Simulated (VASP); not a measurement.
The system is MoSe.

```
CELL_PARAMETERS angstrom
0.00000 3.12345 3.12345
3.12345 0.00000 3.12345
3.12345 3.12345 0.00000
ATOMIC_POSITIONS crystal
Mo 0.00000 0.00000 0.00000
Se 0.25000 0.25000 0.25000
```

```yaml
Program: VASP 6.6.1
Task: relaxation of cell and atoms
Functional: PBE
Potentials_or_basis: VASP PAW PBE potentials, release 64 (Mo_sv, Se)
Cutoff: 600 eV
k_mesh: 12 × 12 × 12
Occupations: gaussian, width 0.1 eV
Spin: no spin polarisation
Hubbard_terms: Mo d U = 4.38 eV
```

At the start: pressure -5.4 GPa; volume 30.47 Å³/atom.

Problem. How do energy, volume and symmetry change on relaxing?

Solution. Over 4 steps the energy falls by 81.1 meV/atom and the volume is 25.25 Å³/atom (-17.1 %); space group F-43m (No. 216, to 0.05 Å).

Step by step:
| step | energy change (eV) | largest force (eV/Å) | pressure (GPa) | volume (Å³) |
| --- | --- | --- | --- | --- |
| 1 | 0.0000 | 0.0000 | -5.40 | 60.94 |
| 2 | -0.1580 | 0.0000 | -0.70 | 52.32 |
| 3 | -0.1621 | 0.0000 | -0.14 | 50.83 |
| 4 | -0.1622 | 0.0000 | 0.05 | 50.49 |

Final structure:
```cif
data_structure
_symmetry_space_group_name_H-M 'P 1'
_symmetry_Int_Tables_number 1
_cell_length_a 4.1487
_cell_length_b 4.1487
_cell_length_c 4.1487
_cell_angle_alpha 60.000
_cell_angle_beta 60.000
_cell_angle_gamma 60.000
_cell_volume 50.49
loop_
_atom_site_label
_atom_site_type_symbol
_atom_site_fract_x
_atom_site_fract_y
_atom_site_fract_z
_atom_site_occupancy
Mo1 Mo 0.00000 0.00000 0.00000 1
Se1 Se 0.25000 0.25000 0.25000 1
```

Caveat: the volume moved by over 15 % at a fixed basis, so the end points are rough; U without spin polarisation on a metal has little footing.
